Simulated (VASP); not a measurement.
# Pd (C2/c) in VASP: notebook

The runs below take Pd through single point, with revPBE.

All numbers are computed with VASP 6.6.1; they aren't measurements. Logs are shortened: lines on timing, memory, paths and dates and some standing lists are left out, and cuts for length are marked.

## Step 1: The cell of the first run

The typed cell holds 2 atoms: a = 4.510 Å, b = 4.510 Å, c = 2.657 Å, α = 90.01°, β = 90.01°, γ = 146.03°.

## Step 2: Single point, revPBE, collinear spin, ferromagnetic start (volume scaled by 0.92)

The input, INCAR:

```
PREC = Accurate ; ENCUT = 520
EDIFF = 1E-7 ; ISMEAR = -1
SIGMA = 0.05 ; LREAL = F
LASPH = T ; NELM = 150
ALGO = Normal ; ISIF = 2
LWAVE = F ; LCHARG = T
ISPIN = 2 ; MAGMOM = 0.5 0.5
LORBIT = 11 ; LMAXMIX = 4
GGA = RE ; LELF = T
LVHAR = T ; NBANDS = 21
```

The input, KPOINTS:

```
regular mesh
0
Gamma
  14 14 13
```

The input, POSCAR:

```
Pd
1.0
   -2.8526982192      3.2476482385      1.2875041249
    3.2476482385     -2.8526982192      1.2875041249
    1.8356118412      1.8356118412     -0.5641524411
Pd
2
Direct
    0.0079678054      0.9920321946      1.0000000000
    0.7420321946      0.2579678054      0.5000000000
```

Potentials or basis: VASP PAW PBE potentials, release 64 (Pd).

Command:

```
$ cat potpaw_PBE.64/Pd/POTCAR > POTCAR
$ mpirun -np 1 vasp_std > vasp.out
```

OUTCAR:

```text
PREC = Accurate
   ENCUT = 520
   EDIFF = 1E-7
   ISMEAR = -1
   LREAL = F
   LASPH = T
   NELM = 150
   ISIF = 2
   ISPIN = 2
   LORBIT = 11
   GGA = RE

 ion  position               nearest neighbor table
   1  0.008  0.992  0.000-   2 2.65   2 2.65   2 2.75   2 2.75   2 2.75   2 2.75
   2  0.742  0.258  0.500-   1 2.65   1 2.65   1 2.75   1 2.75   1 2.75   1 2.75

  LATTYP: Found a base centered monoclinic cell.
 ALAT       =     2.6348887115
 B/A-ratio  =     3.2742152099
 C/A-ratio  =     1.0082175026
 COS(beta)  =    -0.0003924925

  Lattice vectors:

 A1 = (  -2.8526982192,   3.2476482385,   1.2875041249)
 A2 = (   3.2476482385,  -2.8526982192,   1.2875041249)
 A3 = (   1.8356118412,   1.8356118412,  -0.5641524411)

Analysis of symmetry for initial positions (statically):
=====================================================================
 Subroutine PRICEL returns:
 Original cell was already a primitive cell.

 Routine SETGRP: Setting up the symmetry group for a
 base centered monoclinic supercell.

 Subroutine GETGRP returns: Found  4 space group operations
 (whereof  2 operations were pure point group operations)
 out of a pool of  4 trial point group operations.

The static configuration has the point symmetry C_2 .
 The point group associated with its full space group is C_2h.

Analysis of symmetry for dynamics (positions and initial velocities):
=====================================================================
 Subroutine PRICEL returns:
 Original cell was already a primitive cell.

 Routine SETGRP: Setting up the symmetry group for a
 base centered monoclinic supercell.

 Subroutine GETGRP returns: Found  4 space group operations
 (whereof  2 operations were pure point group operations)
 out of a pool of  4 trial point group operations.

The dynamic configuration has the point symmetry C_2 .
 The point group associated with its full space group is C_2h.

Analysis of structural, dynamic, and magnetic symmetry:
=====================================================================
 Subroutine PRICEL returns:
 Original cell was already a primitive cell.

 Routine SETGRP: Setting up the symmetry group for a
 base centered monoclinic supercell.

 Subroutine GETGRP returns: Found  4 space group operations
 (whereof  2 operations were pure point group operations)
 out of a pool of  4 trial point group operations.

The overall configuration has the point symmetry C_2 .
 The point group associated with its full space group is C_2h.

 Subroutine INISYM returns: Found  4 space group operations
 (whereof  2 operations are pure point group operations),
 and found     1 'primitive' translations

----------------------------------------------------------------------------------------

                                     Primitive cell

  volume of cell :      30.1938

  direct lattice vectors                    reciprocal lattice vectors
    -2.852698219  3.247648239  1.287504125    -0.024972025  0.138953091  0.370866064
     3.247648239 -2.852698219  1.287504125     0.138953091 -0.024972025  0.370866064
     1.835611841  1.835611841 -0.564152441     0.260126666  0.260126666 -0.079795497

  length of vectors
     4.510296341  4.510296341  2.656540916     0.396828932  0.396828932  0.376429390

  position of ions in fractional coordinates (direct lattice)
     0.007967805  0.992032195  1.000000000
     0.742032195  0.257967805  0.500000000

  ion indices of the primitive-cell ions
   primitive index   ion index
                 1           1
                 2           2

----------------------------------------------------------------------------------------

 KPOINTS: regular mesh

Automatic generation of k-mesh.
 Grid dimensions read from file:
 generate k-points for:   14   14   13

 Generating k-lattice:

  Cartesian coordinates                     Fractional coordinates (reciprocal lattice)
    -0.001783716  0.009925221  0.026490433     0.071428571  0.000000000 -0.000000000
     0.009925221 -0.001783716  0.026490433     0.000000000  0.071428571 -0.000000000
     0.020009744  0.020009744 -0.006138115     0.000000000  0.000000000  0.076923077

  Length of vectors
     0.028344924  0.028344924  0.028956107

  Shift w.r.t. Gamma in fractional coordinates (k-lattice)
     0.000000000  0.000000000  0.000000000

 Subroutine IBZKPT returns following result:
 ===========================================

 Found    687 irreducible k-points:

 Following reciprocal coordinates:
            Coordinates               Weight
  0.000000  0.000000  0.000000      1.000000
  0.071429  0.000000  0.000000      4.000000
  0.142857  0.000000  0.000000      4.000000
  0.214286  0.000000  0.000000      4.000000
  0.285714  0.000000 -0.000000      4.000000
  0.357143  0.000000  0.000000      4.000000
[... 16 lines left out ...]
  0.214286  0.142857  0.000000      4.000000
  0.285714  0.142857  0.000000      4.000000
 [... further k-points ...]
   k-points           NKPTS =    687   k-points in BZ     NKDIM =    687   number of bands    NBANDS=     21
   number of dos      NEDOS =    301   number of ions     NIONS =      2
   total plane-waves  NPLWV =  25920
   dimension x,y,z NGX =    36 NGY =   36 NGZ =   20
   dimension x,y,z NGXF=    72 NGYF=   72 NGZF=   40
   ions per type =               2
   NGX,Y,Z   is equivalent  to a cutoff of  13.27, 13.27, 12.52 a.u.
   NGXF,Y,Z  is equivalent  to a cutoff of  26.54, 26.54, 25.03 a.u.
 SYSTEM =  unknown system
   PREC   = accura    normal or accurate (medium, high low for compatibility)
   ISTART =      0    job   : 0-new  1-cont  2-samecut
   ICHARG =      2    charge: 1-file 2-atom 10-const
   ISPIN  =      2    spin polarized calculation?
   LNONCOLLINEAR =      F non collinear calculations
   LSORBIT =      F    spin-orbit coupling
   LASPH  =      T    aspherical Exc in radial PAW
   ENCUT  =  520.0 eV  38.22 Ry    6.18 a.u.   8.39  8.39  4.94*2*pi/ulx,y,z
   NELM   =    150;   NELMIN=  2; NELMDL= -5     # of ELM steps
   EDIFF  = 0.1E-06   stopping-criterion for ELM
   LREAL  =      F    real-space projection
   EDIFFG = 0.1E-05   stopping-criterion for IOM
   NSW    =      0    number of steps for IOM
   IBRION =     -1    ionic relax: 0-MD 1-quasi-New 2-CG
   NFREE  =      0    steps in history (QN), initial steepest desc. (CG)
   ISIF   =      2    stress and relaxation
   ISYM   =      2    0-nonsym 1-usesym 2-fastsym
   POTIM  = 0.5000    time-step for ionic-motion
   TEBEG  =    0.0;   TEEND  =   0.0 temperature during run
   PSTRESS=    0.0 pullay stress
   NELECT =      20.0000    total number of electrons
   NUPDOWN=      -1.0000    fix difference up-down
   EMIN   =  10.00;   EMAX   =-10.00  energy-range for DOS
   EFERMI =   0.00;   METHOD = LEGACY
   ISMEAR =    -1;   SIGMA  =   0.05  broadening in eV -4-tet -1-fermi 0-gaus
   EFERMI_NEDOS =   21; number of points for ismear=-14 and -15
   IALGO  =     38    algorithm
   IMIX   =      4    mixing-type and parameters
     AMIX     =   0.40;   BMIX     =  1.00
     AMIX_MAG =   1.60;   BMIX_MAG =  1.00
  volume/ion in A,a.u.               =      15.10       101.88
  Fermi-wavevector in a.u.,A,eV,Ry     =   1.427070  2.696772 27.708673  2.036530
  Thomas-Fermi vector in A             =   2.547280
   LORBIT       =     11    0 simple, 1 ext, 2 COOP (PROOUT), +10 PAW based schemes
   GGA     = RE    functional components
   LHFCALC =     F    Hartree Fock is set to
   AEXX    =    0.0000 exact exchange contribution
   IVDW    =     0    specifies the selected vdW correction
   LEPSILON=     F    determine dielectric tensor
   LRPA    =     F    only Hartree local field effects (RPA)
 spin polarized calculation
  energy-cutoff  :      520.00
  volume of cell :       30.19
 maximum number of plane-waves:       827
 NGX is ok and might be reduce to    36
   NGX = 17   NGY = 17   NGZ =  9

 number of electron      19.9999996 magnetization      -0.0000304

 number of electron      19.9999996 magnetization       0.0000479

 Free energy of the ion-electron system (eV)
  ---------------------------------------------------
  ext. energy  EPLUGINS =         0.00000000
  ---------------------------------------------------
  free energy    TOTEN  =        -9.12046877 eV

  energy without entropy =       -9.09625693  energy(sigma->0) =       -9.10836285

 E-fermi :   9.5629     XC(G=0): -12.9146

 val. band max:        9.5621976959   @ k =  -0.3571   0.2143   0.3077
 cond. band min:       9.5630530048   @ k =  -0.2143   0.3571   0.3077
 fundamental gap:      0.0008553089
 Fermi energy:         9.5628959727

 spin component 1

 k-point     1 :       0.0000    0.0000    0.0000
  band No.  band energies     occupation
      1       2.5767      1.00000
      2       4.1583      1.00000
      3       4.8856      1.00000
      4       5.4626      1.00000
      5       6.8077      1.00000
      6       7.1952      1.00000
[... 13 lines left out ...]
     20      32.2488      0.00000
     21      32.7475      0.00000
[... 529 lines left out ...]
 k-point    24 :       0.2857    0.1429    0.0000
  band No.  band energies     occupation
      1       4.4446      1.00000
      2       5.0254      1.00000
      3       5.7192      1.00000
      4       6.4024      1.00000
      5       6.9260      1.00000
      6       7.1140      1.00000
[... 13 lines left out ...]
     20      32.5138      0.00000
     21      34.4635      0.00000

 [... further k-points ...]

 spin component 2

 k-point     1 :       0.0000    0.0000    0.0000
  band No.  band energies     occupation
      1       2.5767      1.00000
      2       4.1583      1.00000
      3       4.8856      1.00000
      4       5.4626      1.00000
      5       6.8077      1.00000
      6       7.1952      1.00000
[... 13 lines left out ...]
     20      32.2489      0.00000
     21      32.7475      0.00000
[... 529 lines left out ...]
 k-point    24 :       0.2857    0.1429    0.0000
  band No.  band energies     occupation
      1       4.4446      1.00000
      2       5.0254      1.00000
      3       5.7192      1.00000
      4       6.4024      1.00000
      5       6.9260      1.00000
      6       7.1140      1.00000
[... 13 lines left out ...]
     20      32.5138      0.00000
     21      34.4566      0.00000

 [... further k-points ...]

------------------------ aborting loop because EDIFF is reached ----------------------------------------

  FORCE on cell =-STRESS in cart. coord.  units (eV):
  Direction    XX          YY          ZZ          XY          YZ          ZX
  --------------------------------------------------------------------------------------
  -------------------------------------------------------------------------------------
  Total        2.7699400      2.7699400      2.5275891      0.0551680     -0.0479814     -0.0479814
  in kB      146.9815062    146.9815062    134.1216234      2.9273819     -2.5460406     -2.5460411
  external PRESSURE =     142.6948786 kB  Pullay stress =       0.0000000 kB

 VOLUME and BASIS-vectors are now :
 -----------------------------------------------------------------------------
  energy-cutoff  :      520.00
  volume of cell :       30.19
      direct lattice vectors                 reciprocal lattice vectors
    -2.852698219  3.247648239  1.287504125    -0.024972025  0.138953091  0.370866064
     3.247648239 -2.852698219  1.287504125     0.138953091 -0.024972025  0.370866064
     1.835611841  1.835611841 -0.564152441     0.260126666  0.260126666 -0.079795497

 POSITION                                       TOTAL-FORCE (eV/Angst)
 -----------------------------------------------------------------------------------
      3.19904     -2.80409      1.28750         0.076991     -0.076991     -0.000000
     -0.36120      2.59176      1.00543        -0.076991      0.076991      0.000000
 -----------------------------------------------------------------------------------
    total drift:                                0.000000     -0.000000      0.000000

  FREE ENERGIE OF THE ION-ELECTRON SYSTEM (eV)
  ---------------------------------------------------
  free  energy   TOTEN  =        -9.1204687662 eV

  energy  without entropy=       -9.0962569342  energy(sigma->0) =       -9.10836285

 total charge

# of ion       s       p       d       tot
------------------------------------------
    1        0.509   0.471   8.509   9.490
    2        0.509   0.471   8.509   9.490
--------------------------------------------------
tot          1.018   0.943  17.018  18.980

 magnetization (x)

# of ion       s       p       d       tot
------------------------------------------
    1       -0.000  -0.000   0.000   0.000
    2       -0.000  -0.000   0.000   0.000
--------------------------------------------------
tot         -0.000  -0.000   0.000   0.000
```

Run time: 9.7 min. Hardware: 1 thread of Intel Xeon 6975P-C (Granite Rapids), shared host; peak memory 0.65 GiB.

What came out:

```
Free energy                                           : -9.1205 eV
Pressure                                              : 14.3 GPa
Largest force                                         : 0.109 eV/Å
Band gap on the k mesh                                : zero (filled and empty bands overlap)
Net moment                                            : 0.00 μB per cell
Valence electrons inside the program's atomic spheres : Pd 9.49
```

Forces in eV/Å, atoms in the order of the input:
```
Pd   0.077 -0.077  0.000
Pd  -0.077  0.077  0.000
```

Stress tensor (GPa, compression positive):
```
14.70  0.29 -0.25
 0.29 14.70 -0.25
-0.25 -0.25 13.41
```

Caveat: the cell differs from its parent crystal (volume scaled by 0.92); the PAW data sets were made with another functional, which shifts forces and pressure a little.

## Step 3: Single point, revPBE

This run uses another cell than the first one, of 16.44 Å³/atom, 1.089 times its volume.

The input, INCAR:

```
PREC = Accurate
ENCUT = 520
EDIFF = 1E-7
ISMEAR = -1
SIGMA = 0.1
LREAL = False
LASPH = True
NELM = 80
ALGO = Normal
ISIF = 2
LWAVE = False
LCHARG = False
GGA = RE
ISYM = 0
NBANDS = 17
```

The input, KPOINTS:

```
regular mesh
0
Gamma
  13 13 9
```

The input, POSCAR:

```
Pd
1.0
   -2.9217703027      3.3283281100      1.3260584712
    3.3283281100     -2.9217703027      1.3260584712
    1.8947354896      1.8947354896     -0.5814471025
Pd
2
Direct
    0.0081398460      0.9918601540      1.0000000000
    0.7418601540      0.2581398460      0.5000000000
```

Potentials or basis: VASP PAW PBE potentials, release 64 (Pd).

Command:

```
$ cat potpaw_PBE.64/Pd/POTCAR > POTCAR
$ mpirun -np 1 vasp_std > vasp.out
```

It took 13 min on 1 thread of Oxide Virtual Turin-like, shared host; peak memory 0.42 GiB.

The run converged. Its results:

* Free energy: -9.2701 eV
* Pressure: -0.2 GPa
* Band gap on the k mesh: zero (band 10 reaches 8.70 eV, above the bottom of band 11 at 7.86 eV)

Levels at points of the mesh, in eV from the Fermi level:
```csv
k point,band 7,band 8,band 9,band 10,band 11,band 12,band 13,band 14
"(0.00, 0.00, 0.00)",-1.37,-0.87,-0.48,-0.24,0.28,1.98,7.52,14.09
```

Caveat: the PAW data sets were made with another functional, which shifts forces and pressure a little.
